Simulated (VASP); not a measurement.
# GaSb (Immm) in VASP: settings compared

GaSb is run at these levels: PBE, LDA, PBEsol; tasks: single point.

All numbers are computed with VASP 6.6.1; they aren't measurements. Logs are shortened: lines on timing, memory, paths and dates and some standing lists are left out, and cuts for length are marked.

## Step 1: The cell of the first run

It takes space group Immm (No. 71, orthorhombic). Conventional cell: a = 3.112 Å, b = 5.350 Å, c = 5.787 Å, α = 90.00°, β = 90.00°, γ = 90.00°. Within 3.8 Å of Sb (site symmetry mmm) lie 6 Ga at 2.89 to 3.09 Å and 2 Sb at 3.11 Å. Within 3.8 Å of Ga (site symmetry mmm) lie 6 Sb at 2.89 to 3.09 Å and 2 Ga at 3.11 Å.

## Step 2: Single point, PBE

File INCAR:

```
PREC = Accurate
ENCUT = 520
EDIFF = 1E-6
ISMEAR = -1
SIGMA = 0.05
LREAL = False
LASPH = True
NELM = 80
ALGO = Normal
ISIF = 2
LWAVE = False
LCHARG = False
GGA = PE
NBANDS = 16
```

File KPOINTS:

```
Automatic mesh
0
Gamma
  10 10 10
```

File POSCAR:

```
GaSb
1.0
   -1.5559010000      2.6750030000      2.8933130000
    1.5559010000     -2.6750030000      2.8933130000
    1.5559010000      2.6750030000     -2.8933130000
Sb Ga
1 1
Direct
    0.5000000000      0.5000000000      0.0000000000
    0.0000000000      0.0000000000      0.0000000000
```

Potentials or basis: VASP PAW PBE potentials, release 64 (Sb, Ga_d).

Run with:

```console
$ cat potpaw_PBE.64/Sb/POTCAR potpaw_PBE.64/Ga_d/POTCAR > POTCAR
$ mpirun -np 1 vasp_std > vasp.out
```

OUTCAR:

```text
PREC = Accurate
   ENCUT = 520
   EDIFF = 1E-6
   ISMEAR = -1
   LREAL = False
   LASPH = True
   NELM = 80
   ISIF = 2
   GGA = PE

 ion  position               nearest neighbor table
   1  0.500  0.500  0.000-   2 2.89   2 2.89   2 3.09   2 3.09   2 3.09   2 3.09
   2  0.000  0.000  0.000-   1 2.89   1 2.89   1 3.09   1 3.09   1 3.09   1 3.09

  LATTYP: Found a body centered orthorhombic cell.
 ALAT       =     3.1118020000
 B/A-ratio  =     1.7192629865
 C/A-ratio  =     1.8595739703

  Lattice vectors:

 A1 = (  -1.5559010000,   2.6750030000,   2.8933130000)
 A2 = (   1.5559010000,  -2.6750030000,   2.8933130000)
 A3 = (   1.5559010000,   2.6750030000,  -2.8933130000)

Analysis of symmetry for initial positions (statically):
=====================================================================
 Subroutine PRICEL returns:
 Original cell was already a primitive cell.

 Routine SETGRP: Setting up the symmetry group for a
 body centered orthorhombic supercell.

 Subroutine GETGRP returns: Found  8 space group operations
 (whereof  8 operations were pure point group operations)
 out of a pool of  8 trial point group operations.

The static configuration has the point symmetry D_2h.

Analysis of symmetry for dynamics (positions and initial velocities):
=====================================================================
 Subroutine PRICEL returns:
 Original cell was already a primitive cell.

 Routine SETGRP: Setting up the symmetry group for a
 body centered orthorhombic supercell.

 Subroutine GETGRP returns: Found  8 space group operations
 (whereof  8 operations were pure point group operations)
 out of a pool of  8 trial point group operations.

The dynamic configuration has the point symmetry D_2h.

 Subroutine INISYM returns: Found  8 space group operations
 (whereof  8 operations are pure point group operations),
 and found     1 'primitive' translations

----------------------------------------------------------------------------------------

                                     Primitive cell

  volume of cell :      48.1683

  direct lattice vectors                    reciprocal lattice vectors
    -1.555901000  2.675003000  2.893313000     0.000000000  0.186915678  0.172812274
     1.555901000 -2.675003000  2.893313000     0.321357207  0.000000000  0.172812274
     1.555901000  2.675003000 -2.893313000     0.321357207  0.186915678  0.000000000
[... 81 lines left out ...]
   LASPH  =      T    aspherical Exc in radial PAW
   ENCUT  =  520.0 eV  38.22 Ry    6.18 a.u.   7.88  7.88  7.88*2*pi/ulx,y,z
   NELM   =     80;   NELMIN=  2; NELMDL= -5     # of ELM steps
   EDIFF  = 0.1E-05   stopping-criterion for ELM
   LREAL  =      F    real-space projection
   EDIFFG = 0.1E-04   stopping-criterion for IOM
   NSW    =      0    number of steps for IOM
   IBRION =     -1    ionic relax: 0-MD 1-quasi-New 2-CG
   NFREE  =      0    steps in history (QN), initial steepest desc. (CG)
   ISIF   =      2    stress and relaxation
   ISYM   =      2    0-nonsym 1-usesym 2-fastsym
   POTIM  = 0.5000    time-step for ionic-motion
   TEBEG  =    0.0;   TEEND  =   0.0 temperature during run
   PSTRESS=    0.0 pullay stress
   NELECT =      18.0000    total number of electrons
   NUPDOWN=      -1.0000    fix difference up-down
   EMIN   =  10.00;   EMAX   =-10.00  energy-range for DOS
   EFERMI =   0.00;   METHOD = LEGACY
   ISMEAR =    -1;   SIGMA  =   0.05  broadening in eV -4-tet -1-fermi 0-gaus
   EFERMI_NEDOS =   21; number of points for ismear=-14 and -15
   IALGO  =     38    algorithm
   IMIX   =      4    mixing-type and parameters
     AMIX     =   0.40;   BMIX     =  1.00
     AMIX_MAG =   1.60;   BMIX_MAG =  1.00
  volume/ion in A,a.u.               =      24.08       162.53
  Fermi-wavevector in a.u.,A,eV,Ry     =   1.179176  2.228319 18.918287  1.390455
  Thomas-Fermi vector in A             =   2.315491
   LORBIT       =      0    0 simple, 1 ext, 2 COOP (PROOUT), +10 PAW based schemes
   GGA     = PE    functional components
   LHFCALC =     F    Hartree Fock is set to
   AEXX    =    0.0000 exact exchange contribution
   IVDW    =     0    specifies the selected vdW correction
   LEPSILON=     F    determine dielectric tensor
   LRPA    =     F    only Hartree local field effects (RPA)
 non-spin polarized calculation
  energy-cutoff  :      520.00
  volume of cell :       48.17
 maximum number of plane-waves:      1318
   NGX = 15   NGY = 15   NGZ = 15

 number of electron      17.9999989 magnetization

 Free energy of the ion-electron system (eV)
  ---------------------------------------------------
  ext. energy  EPLUGINS =         0.00000000
  ---------------------------------------------------
  free energy    TOTEN  =        -6.97931866 eV

  energy without entropy =       -6.97384487  energy(sigma->0) =       -6.97658177

 E-fermi :   6.5647     XC(G=0): -10.2506

 val. band max:        6.5406281910   @ k =  -0.2000   0.2000   0.1000
 cond. band min:       6.5710553957   @ k =  -0.3000  -0.2000   0.1000
 fundamental gap:      0.0304272046
 Fermi energy:         6.5646692851

 k-point     1 :       0.0000    0.0000    0.0000
  band No.  band energies     occupation
      1      -8.3532      2.00000
      2      -8.2585      2.00000
      3      -8.2563      2.00000
      4      -8.2415      2.00000
      5      -8.2083      2.00000
      6      -5.3888      2.00000
[... 433 lines left out ...]
      3      -8.2594      2.00000
      4      -8.2473      2.00000
      5      -8.2279      2.00000
      6      -4.3215      2.00000
[... 8 lines left out ...]
     15      14.4292      0.00000
     16      15.8141      0.00000

 [... further k-points ...]

------------------------ aborting loop because EDIFF is reached ----------------------------------------

  FORCE on cell =-STRESS in cart. coord.  units (eV):
  Direction    XX          YY          ZZ          XY          YZ          ZX
  --------------------------------------------------------------------------------------
  -------------------------------------------------------------------------------------
  Total        0.2750038     -0.1235135     -0.2328022     -0.0000000      0.0000000      0.0000000
  in kB        9.1471882     -4.1083099     -7.7434768     -0.0000000      0.0000000      0.0000000
  external PRESSURE =      -0.9015328 kB  Pullay stress =       0.0000000 kB

 VOLUME and BASIS-vectors are now :
 -----------------------------------------------------------------------------
  energy-cutoff  :      520.00
  volume of cell :       48.17
      direct lattice vectors                 reciprocal lattice vectors
    -1.555901000  2.675003000  2.893313000     0.000000000  0.186915678  0.172812274
     1.555901000 -2.675003000  2.893313000     0.321357207  0.000000000  0.172812274
     1.555901000  2.675003000 -2.893313000     0.321357207  0.186915678  0.000000000

 POSITION                                       TOTAL-FORCE (eV/Angst)
 -----------------------------------------------------------------------------------
      0.00000      0.00000      2.89331         0.000000      0.000000     -0.000000
      0.00000      0.00000      0.00000        -0.000000     -0.000000      0.000000
 -----------------------------------------------------------------------------------
    total drift:                               -0.000000      0.000000      0.000000

  FREE ENERGIE OF THE ION-ELECTRON SYSTEM (eV)
  ---------------------------------------------------
  free  energy   TOTEN  =        -6.9793186648 eV

  energy  without entropy=       -6.9738448747  energy(sigma->0) =       -6.97658177
```

stdout:

```text
POSCAR found type information on POSCAR SbGa
 POSCAR found :  2 types and       2 ions
 scaLAPACK will be used
 LDA part: xc-table for (Slater+PW92), standard interpolation
 POSCAR, INCAR and KPOINTS ok, starting setup
 FFT: planning ... GRIDC
 FFT: planning ... GRID_SOFT
 FFT: planning ... GRID
 WAVECAR not read
 entering main loop
```

Run time: 76 s. Hardware: 1 thread of Intel Xeon 6975P-C, shared host; peak memory 0.28 GiB.

Results:

```
Free energy            : -6.9793 eV
Pressure               : -0.1 GPa
Band gap on the k mesh : zero (band 9 reaches 8.50 eV, above the bottom of band 10 at 4.04 eV)
```

Stress tensor (GPa, compression positive):
```
 0.91  0.00  0.00
 0.00 -0.41  0.00
 0.00  0.00 -0.77
```

Caveat: spin-orbit coupling is left out, which moves the levels of the heavy elements.

## Step 3: Single point, LDA

This run uses another cell than the first one, of 25.53 Å³/atom, 1.060 times its volume.

File INCAR:

```
PREC = Accurate
ENCUT = 520
EDIFF = 1E-6
ISMEAR = -1
SIGMA = 0.05
LREAL = F
LASPH = T
NELM = 80
ALGO = Normal
ISIF = 2
LWAVE = F
LCHARG = F
NBANDS = 16
```

File KPOINTS:

```
regular mesh
0
Gamma
  10 10 10
```

File POSCAR:

```
GaSb
1.0
   -1.5864166100      2.7274673588      2.9500590341
    1.5864166100     -2.7274673588      2.9500590341
    1.5864166100      2.7274673588     -2.9500590341
Sb Ga
1 1
Direct
    0.5000000000      0.5000000000      0.0000000000
    0.0000000000      0.0000000000      0.0000000000
```

Potentials or basis: VASP PAW LDA potentials, release 64 (Sb, Ga_d).

Run with:

```console
$ cat potpaw_LDA.64/Sb/POTCAR potpaw_LDA.64/Ga_d/POTCAR > POTCAR
$ mpirun -np 1 vasp_std > vasp.out
```

Wall time 56 s (1 thread of Intel Xeon Platinum 8488C (Sapphire Rapids), shared host); peak memory 0.26 GiB.

Results (log left out):

* Free energy: -8.2107 eV
* Pressure: -6.7 GPa
* Band gap on the k mesh: zero (band 9 reaches 7.44 eV, above the bottom of band 10 at 3.43 eV)

Stress tensor (GPa, compression positive):
```
-5.93  0.00  0.00
 0.00 -6.75  0.00
 0.00  0.00 -7.40
```

Levels at points of the mesh, in eV from the Fermi level:
```
           k point  band 7  band 8  band 9  band 10  band 11  band 12
(0.00, 0.00, 0.00)   -3.43   -1.95   -1.55     3.56     4.94     5.88
(0.50, 0.00, 0.00)   -7.67   -0.17    1.53     1.83     2.48     4.47
(0.00, 0.50, 0.00)   -5.75   -1.96   -0.36    -0.18     1.24     2.58
(0.50, 0.50, 0.00)   -4.65   -3.17   -1.86    -1.55     3.50     3.69
(0.50, 0.50, 0.50)   -5.80   -4.69   -4.41     3.12     6.98     8.98
```

Caveat: spin-orbit coupling is left out, which moves the levels of the heavy elements.

(Part 1 of 3 ends here.)
